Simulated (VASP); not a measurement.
# H12CO5 in VASP: a series of runs

The runs below take H12CO5 through single point, with PBE+D3(BJ).

Program: VASP 6.6.1. These are calculated values, not measurements. Logs are shortened: lines on timing, memory, paths and dates and some standing lists are left out, and cuts for length are marked.

**1. The cell of the first run**

The cell holds an amorphous packing of atoms, 18 atoms: a = 5.229 Å, b = 5.229 Å, c = 5.229 Å, α = 90.00°, β = 90.00°, γ = 90.00°.

**2. Single point, PBE+D3(BJ)**

Contents of INCAR:

```
SYSTEM = H12CO5
  PREC = Accurate
  ENCUT = 520
  EDIFF = 1E-6
  ISMEAR = -1
  SIGMA = 0.02
  LREAL = .FALSE.
  LASPH = .TRUE.
  NELM = 120
  ALGO = Normal
  ISIF = 2
  LWAVE = .FALSE.
  LCHARG = .FALSE.
  GGA = PE
  IVDW = 12
  NBANDS = 38
  GGA_COMPAT = .FALSE.
```

Contents of KPOINTS:

```
Automatic mesh
0
G
  1 1 1
  0 0 0
```

Contents of POSCAR:

```
H12CO5
1.0
    5.2289540000      0.0000000000      0.0000000000
    0.0000000000      5.2289540000      0.0000000000
    0.0000000000      0.0000000000      5.2289540000
O H C
5 12 1
Direct
    0.8702505319      0.4131610261      0.5067170222
    0.5436842627      0.3023931746      0.1741648521
    0.7687197095      0.0668011231      0.7791806927
    0.1479263348      1.0181194939      0.0892530323
    0.2410615966      0.6346202319      0.3750272043
    1.0539392773      0.5241009961      0.4200648925
    0.8920139668      0.2503559985      0.5957596873
    0.7550458466      0.3513322167      0.3557499263
    0.4046315955      0.1870354951      0.1913193346
    0.8775751326     -0.0212662035      0.9128785604
    0.6894686777      0.1861557780      0.8972731449
    0.2540087367      0.9499031738     -0.0453436768
    0.1857350438      0.8489269556      0.2073072358
    0.2104244941      0.9759886968      0.6062015462
    0.4666516477      0.4647009708      0.2518094441
    0.1956796713      0.6738823864      0.7642255028
    0.4935595150      0.7990316993      0.6619870819
    0.2854873078      0.7747629832      0.6075402461
```

Potentials or basis: VASP PAW PBE potentials, release 64 (O, H, C).

Started as:

```sh
$ cat potpaw_PBE.64/O/POTCAR potpaw_PBE.64/H/POTCAR potpaw_PBE.64/C/POTCAR > POTCAR
$ mpirun -np 1 vasp_gam > vasp.out
```

OUTCAR:

```text
SYSTEM = H12CO5
   PREC = Accurate
   ENCUT = 520
   EDIFF = 1E-6
   ISMEAR = -1
   LREAL = .FALSE.
   LASPH = .TRUE.
   NELM = 120
   ISIF = 2
   GGA = PE
   IVDW = 12
 IVDW          = 12

 ion  position               nearest neighbor table
   1  0.870  0.413  0.507-   7 0.98   8 1.04   6 1.21
   2  0.544  0.302  0.174-   9 0.95  15 1.02
   3  0.769  0.067  0.779-  11 0.97  10 1.01
   4  0.148  0.018  0.089-  12 0.96  13 1.10
   5  0.241  0.635  0.375-   6 1.16  18 1.44
   6  0.054  0.524  0.420-   5 1.16   1 1.21
   7  0.892  0.250  0.596-   1 0.98
   8  0.755  0.351  0.356-   1 1.04
   9  0.405  0.187  0.191-   2 0.95
  10  0.878  0.979  0.913-   3 1.01
  11  0.689  0.186  0.897-   3 0.97
  12  0.254  0.950  0.955-   4 0.96
  13  0.186  0.849  0.207-   4 1.10
  14  0.210  0.976  0.606-  18 1.12
  15  0.467  0.465  0.252-   2 1.02
  16  0.196  0.674  0.764-  18 1.08
  17  0.494  0.799  0.662-  18 1.13
  18  0.285  0.775  0.608-  16 1.08  14 1.12  17 1.13   5 1.44

  LATTYP: Found a simple cubic cell.
 ALAT       =     5.2289540000

  Lattice vectors:

 A1 = (   5.2289540000,   0.0000000000,   0.0000000000)
 A2 = (   0.0000000000,   5.2289540000,   0.0000000000)
 A3 = (   0.0000000000,   0.0000000000,   5.2289540000)

Analysis of symmetry for initial positions (statically):
=====================================================================
 Subroutine PRICEL returns:
 Original cell was already a primitive cell.

 Routine SETGRP: Setting up the symmetry group for a
 simple cubic supercell.

 Subroutine GETGRP returns: Found  1 space group operations
 (whereof  1 operations were pure point group operations)
 out of a pool of 48 trial point group operations.

The static configuration has the point symmetry C_1 .

Analysis of symmetry for dynamics (positions and initial velocities):
=====================================================================
 Subroutine PRICEL returns:
 Original cell was already a primitive cell.

 Routine SETGRP: Setting up the symmetry group for a
 simple cubic supercell.

 Subroutine GETGRP returns: Found  1 space group operations
 (whereof  1 operations were pure point group operations)
 out of a pool of 48 trial point group operations.

The dynamic configuration has the point symmetry C_1 .

 Subroutine INISYM returns: Found  1 space group operations
 (whereof  1 operations are pure point group operations),
 and found     1 'primitive' translations

----------------------------------------------------------------------------------------

                                     Primitive cell

  volume of cell :     142.9699

  direct lattice vectors                    reciprocal lattice vectors
     5.228954000  0.000000000  0.000000000     0.191242837  0.000000000  0.000000000
     0.000000000  5.228954000  0.000000000     0.000000000  0.191242837  0.000000000
     0.000000000  0.000000000  5.228954000     0.000000000  0.000000000  0.191242837

  length of vectors
     5.228954000  5.228954000  5.228954000     0.191242837  0.191242837  0.191242837

  position of ions in fractional coordinates (direct lattice)
     0.870250532  0.413161026  0.506717022
     0.543684263  0.302393175  0.174164852
     0.768719709  0.066801123  0.779180693
     0.147926335  0.018119494  0.089253032
     0.241061597  0.634620232  0.375027204
     0.053939277  0.524100996  0.420064893
[... 10 lines left out ...]
     0.493559515  0.799031699  0.661987082
     0.285487308  0.774762983  0.607540246

  ion indices of the primitive-cell ions
   primitive index   ion index
                 1           1
                 2           2
                 3           3
                 4           4
                 5           5
                 6           6
[... 10 lines left out ...]
                17          17
                18          18

----------------------------------------------------------------------------------------

 KPOINTS: Automatic mesh

Automatic generation of k-mesh.
 Grid dimensions read from file:
 generate k-points for:    1    1    1

 Generating k-lattice:

  Cartesian coordinates                     Fractional coordinates (reciprocal lattice)
     0.191242837  0.000000000  0.000000000     1.000000000  0.000000000  0.000000000
     0.000000000  0.191242837  0.000000000     0.000000000  1.000000000  0.000000000
     0.000000000  0.000000000  0.191242837     0.000000000  0.000000000  1.000000000

  Length of vectors
     0.191242837  0.191242837  0.191242837

  Shift w.r.t. Gamma in fractional coordinates (k-lattice)
     0.000000000  0.000000000  0.000000000

 Subroutine IBZKPT returns following result:
 ===========================================

 Found      1 irreducible k-points:

 Following reciprocal coordinates:
            Coordinates               Weight
  0.000000  0.000000  0.000000      1.000000
   k-points           NKPTS =      1   k-points in BZ     NKDIM =      1   number of bands    NBANDS=     38
   number of dos      NEDOS =    301   number of ions     NIONS =     18
   total plane-waves  NPLWV =  64000
   dimension x,y,z NGX =    40 NGY =   40 NGZ =   40
   dimension x,y,z NGXF=    80 NGYF=   80 NGZF=   80
   ions per type =               5  12   1
   NGX,Y,Z   is equivalent  to a cutoff of  12.72, 12.72, 12.72 a.u.
   NGXF,Y,Z  is equivalent  to a cutoff of  25.43, 25.43, 25.43 a.u.
 SYSTEM =  H12CO5
   PREC   = accura    normal or accurate (medium, high low for compatibility)
   ISTART =      0    job   : 0-new  1-cont  2-samecut
   ICHARG =      2    charge: 1-file 2-atom 10-const
   ISPIN  =      1    spin polarized calculation?
   LNONCOLLINEAR =      F non collinear calculations
   LSORBIT =      F    spin-orbit coupling
   LASPH  =      T    aspherical Exc in radial PAW
   ENCUT  =  520.0 eV  38.22 Ry    6.18 a.u.   9.72  9.72  9.72*2*pi/ulx,y,z
   NELM   =    120;   NELMIN=  2; NELMDL= -5     # of ELM steps
   EDIFF  = 0.1E-05   stopping-criterion for ELM
   LREAL  =      F    real-space projection
   EDIFFG = 0.1E-04   stopping-criterion for IOM
   NSW    =      0    number of steps for IOM
   IBRION =     -1    ionic relax: 0-MD 1-quasi-New 2-CG
   NFREE  =      0    steps in history (QN), initial steepest desc. (CG)
   ISIF   =      2    stress and relaxation
   ISYM   =      2    0-nonsym 1-usesym 2-fastsym
   POTIM  = 0.5000    time-step for ionic-motion
   TEBEG  =    0.0;   TEEND  =   0.0 temperature during run
   PSTRESS=    0.0 pullay stress
   NELECT =      46.0000    total number of electrons
   NUPDOWN=      -1.0000    fix difference up-down
   EMIN   =  10.00;   EMAX   =-10.00  energy-range for DOS
   EFERMI =   0.00;   METHOD = LEGACY
   ISMEAR =    -1;   SIGMA  =   0.02  broadening in eV -4-tet -1-fermi 0-gaus
   EFERMI_NEDOS =   21; number of points for ismear=-14 and -15
   IALGO  =     38    algorithm
   IMIX   =      4    mixing-type and parameters
     AMIX     =   0.40;   BMIX     =  1.00
     AMIX_MAG =   1.60;   BMIX_MAG =  1.00
  volume/ion in A,a.u.               =       7.94        53.60
  Fermi-wavevector in a.u.,A,eV,Ry     =   1.121793  2.119881 17.121829  1.258419
  Thomas-Fermi vector in A             =   2.258449
   LORBIT       =      0    0 simple, 1 ext, 2 COOP (PROOUT), +10 PAW based schemes
   GGA     = PE    functional components
   LHFCALC =     F    Hartree Fock is set to
   AEXX    =    0.0000 exact exchange contribution
   IVDW    =    12    specifies the selected vdW correction
   LEPSILON=     F    determine dielectric tensor
   LRPA    =     F    only Hartree local field effects (RPA)
 non-spin polarized calculation
  energy-cutoff  :      520.00
  volume of cell :      142.97
 maximum number of plane-waves:      1944
 NGX is ok and might be reduce to    40
   NGX = 19   NGY = 19   NGZ = 19

 number of electron      45.9999998 magnetization

 Free energy of the ion-electron system (eV)
  ---------------------------------------------------
  ext. energy  EPLUGINS =         0.00000000
  ---------------------------------------------------
  free energy    TOTEN  =       -87.92044902 eV

  energy without entropy =      -87.92044902  energy(sigma->0) =      -87.92044902

 E-fermi :  -1.8833     XC(G=0):  -7.6376

 val. band max:       -2.4691044206   @ k =   0.0000   0.0000   0.0000
 cond. band min:       3.0460771087   @ k =   0.0000   0.0000   0.0000
 fundamental gap:      5.5151815293
 Fermi energy:        -1.8833047422

 k-point     1 :       0.0000    0.0000    0.0000
  band No.  band energies     occupation
      1     -22.2516      2.00000
      2     -21.1630      2.00000
      3     -21.0647      2.00000
      4     -20.9764      2.00000
      5     -20.2388      2.00000
      6     -12.7118      2.00000
[... 27 lines left out ...]
     34       9.8781      0.00000
     35      10.2946      0.00000
 [bands above 35 left out]

------------------------ aborting loop because EDIFF is reached ----------------------------------------

 Edisp (eV)   -0.79186

 E8    (eV) :    -0.1643

  FORCE on cell =-STRESS in cart. coord.  units (eV):
  Direction    XX          YY          ZZ          XY          YZ          ZX
  --------------------------------------------------------------------------------------
  -------------------------------------------------------------------------------------
  Total       5.26384     4.51635     2.78253     1.72388    -1.70637    -1.18385
  in kB      58.98875    50.61197    31.18219    19.31845   -19.12227   -13.26668
  external pressure =       46.93 kB  Pullay stress =        0.00 kB

 VOLUME and BASIS-vectors are now :
 -----------------------------------------------------------------------------
  energy-cutoff  :      520.00
  volume of cell :      142.97
      direct lattice vectors                 reciprocal lattice vectors
     5.228954000  0.000000000  0.000000000     0.191242837  0.000000000  0.000000000
     0.000000000  5.228954000  0.000000000     0.000000000  0.191242837  0.000000000
     0.000000000  0.000000000  5.228954000     0.000000000  0.000000000  0.191242837

 POSITION                                       TOTAL-FORCE (eV/Angst)
 -----------------------------------------------------------------------------------
      4.55050      2.16040      2.64960        -0.590659      1.250464     -2.000115
      2.84290      1.58120      0.91070         1.689241      2.249891      0.033088
      4.01960      0.34930      4.07430         0.439490     -1.883872      0.859847
      0.77350      0.09475      0.46670         0.344451     -1.429990      1.603498
      1.26050      3.31840      1.96100         0.562288      0.955159      0.362458
      0.28205      2.74050      2.19650         0.181165     -0.337161      0.164396
[... 10 lines left out ...]
      2.58080      4.17810      3.46150        -0.781074     -0.457867     -0.778846
      1.49280      4.05120      3.17680         1.470872      0.632511      0.163574
 -----------------------------------------------------------------------------------
    total drift:                               -0.000159     -0.000506     -0.000065

  FREE ENERGIE OF THE ION-ELECTRON SYSTEM (eV)
  ---------------------------------------------------
  free  energy   TOTEN  =       -88.7123065617 eV

  energy  without entropy=      -88.7123065617  energy(sigma->0) =      -88.71230656
```

Run time: 17 s. Hardware: 1 thread of Intel Xeon Platinum 8259CL at 2.50GHz (Skylake/Cascade Lake), shared host; peak memory 0.25 GiB.

Results:

| Property | Result |
| --- | --- |
| Free energy | -88.7123 eV |
| Pressure | 4.7 GPa |
| Largest force | 2.814 eV/Å |
| Band gap on the k mesh | 5.52 eV |
| Dispersion energy per atom | -0.044 eV |

Forces on the atoms (eV/Å):
```
O   -0.591  1.250 -2.000
O    1.689  2.250  0.033
O    0.439 -1.884  0.860
O    0.344 -1.430  1.603
O    0.562  0.955  0.362
H    0.181 -0.337  0.164
H    0.099 -0.821  1.154
H    0.322  0.194  0.646
H   -1.693 -1.380  0.043
H    0.022  0.432 -0.811
H   -0.726  0.903  0.255
H    0.281  0.444 -0.885
H   -0.676  0.887 -0.149
H   -0.145 -0.506 -0.583
H   -0.340 -0.517 -0.465
H   -0.459 -0.617  0.386
H   -0.781 -0.458 -0.779
C    1.471  0.633  0.164
```

Caveat: the k points lie up to 1.20 Å⁻¹ apart.

**3. Single point, PBE+D3(BJ)**

This run uses another cell than the first one, of 7.24 Å³/atom, 0.911 times its volume.

Contents of INCAR:

```
SYSTEM = H12CO5
PREC = Accurate
ENCUT = 520
EDIFF = 1E-6
ISMEAR = -1
SIGMA = 0.02
LREAL = .False.
LASPH = .True.
NELM = 120
ALGO = Normal
ISIF = 2
LWAVE = .False.
LCHARG = .False.
GGA = PE
IVDW = 12
NBANDS = 38
GGA_COMPAT = .False.
```

Contents of KPOINTS:

```
Automatic mesh
0
Gamma
  1 1 1
  0 0 0
```

Contents of POSCAR:

```
H12CO5
1.0
    5.0698450000      0.0000000000      0.0000000000
    0.0000000000      5.0698450000      0.0000000000
    0.0000000000      0.0000000000      5.0698450000
O H C
5 12 1
Direct
    0.8276189903      0.4649451808      0.5742779118
    0.5730549948      0.4180009448      0.1592159129
    0.7627057632      0.0201978561      0.9000669646
    0.1814848383      1.1443545118      0.1542847957
    0.1965740570      0.6782653119      0.3314894242
    1.0370139521      0.5815956898      0.3966985184
    0.8196108560      0.2953739217      0.6826638684
    0.7189568912      0.4297567283      0.4141941223
    0.3940751640      0.3062223796      0.1697685038
    0.6026416981      0.1405368409      0.9176217419
    0.7204953998     -0.1592750863      0.8613675566
    0.0436305252      1.1355771232      0.0246555861
    0.1812481447      0.9590628510      0.2196319611
    0.3114493638      0.9574454446      0.5876905507
    0.5091674400      0.5915565466      0.1377556908
    0.2139315896      0.6562922535      0.7383460441
    0.5183787670      0.6739851021      0.5859745219
    0.3195561206      0.7433955081      0.5716151085
```

Potentials or basis: VASP PAW PBE potentials, release 64 (O, H, C).

Started as:

```sh
$ cat potpaw_PBE.64/O/POTCAR potpaw_PBE.64/H/POTCAR potpaw_PBE.64/C/POTCAR > POTCAR
$ mpirun -np 1 vasp_gam > vasp.out
```

Run time: 16 s. Hardware: 1 thread of Intel Xeon Platinum 8259CL at 2.50GHz (Skylake/Cascade Lake), shared host; peak memory 0.25 GiB.

The run converged. Its results:

```
Free energy                : -88.5524 eV
Pressure                   : 7.2 GPa
Largest force              : 2.298 eV/Å
Band gap on the k mesh     : 4.97 eV
Dispersion energy per atom : -0.049 eV
```

Forces in eV/Å, atoms in the order of the input:
```
O    0.471 -1.320  1.821
O    0.525 -1.475 -0.572
O   -0.758  1.679 -0.176
O    0.732 -0.107  0.241
O   -0.453  0.151  0.179
H   -0.228 -0.458 -0.022
H    0.468  1.159 -1.025
H   -0.434 -0.394 -0.643
H    0.497  0.342 -0.080
H    1.080 -1.187  0.370
H   -0.323 -0.794 -0.547
H   -0.948  0.117 -0.653
H    0.022 -0.299  0.139
H    0.134  0.405  0.452
H   -0.704  1.224 -0.132
H   -0.402 -0.077  0.290
H    0.668 -0.116 -0.277
C   -0.346  1.150  0.633
```

Stress tensor (GPa, compression positive):
```
10.37 -0.35  2.18
-0.35  6.29  2.61
 2.18  2.61  4.86
```

Levels at points of the mesh, in eV from the valence-band top:
| k point | band 19 | band 20 | band 21 | band 22 | band 23 | band 24 | band 25 | band 26 | band 27 | band 28 |
| --- | --- | --- | --- | --- | --- | --- | --- | --- | --- | --- |
| (0.00, 0.00, 0.00) | -1.63 | -1.35 | -1.05 | -0.82 | 0.00 | 4.97 | 7.57 | 8.33 | 9.07 | 9.52 |

Caveat: the k points lie up to 1.24 Å⁻¹ apart.
